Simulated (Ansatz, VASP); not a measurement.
# ZrB in VASP and in Ansatz

```
Zr B
1.0
     0.02034    2.32500    2.32500
     2.34534    0.00000    2.34534
     2.32500    2.32500    0.02034
Zr B
1 1
Cartesian
  0.0000 0.0000 0.0000
  2.3453 2.3250 2.3453
```

Change from the starting cell: strain +0.0175 x Voigt [0, 0, 0, 0, 1, 0], atoms carried along.

Alike in both runs: task single point; functional PBEsol; k mesh 18 × 18 × 18; occupations gaussian, width 0.15 eV; no spin polarisation.

|  | VASP | Ansatz |
| --- | --- | --- |
| version | VASP 6.6.1 | Ansatz 0.2.0 |
| potentials or method | VASP PAW PBE potentials, release 64 (Zr_sv, B), cutoff 520 eV | scalar-relativistic, plane waves, PAW |
| valence electrons in the cell | 15 | 15 |

Ansatz gave:

* gap on the k mesh at the Fermi level (eV): none
* pressure (GPa): 29.4
* traceless stress, the component that is largest in VASP (GPa): -1.00

Problem. What did VASP give for the same quantities?

Solution. gap on the k mesh at the Fermi level (eV): none; pressure (GPa): 29.7; traceless stress, the component that is largest in VASP (GPa): -1.00.

VASP's potentials were made for PBE, not for PBEsol. A gap of «none» marks a metal or a gap that the smearing closes. Both programs put the cell under a high pressure, so it lies far from rest at this level. The functional is the same, so the differences come from potentials, cutoffs and numerics.
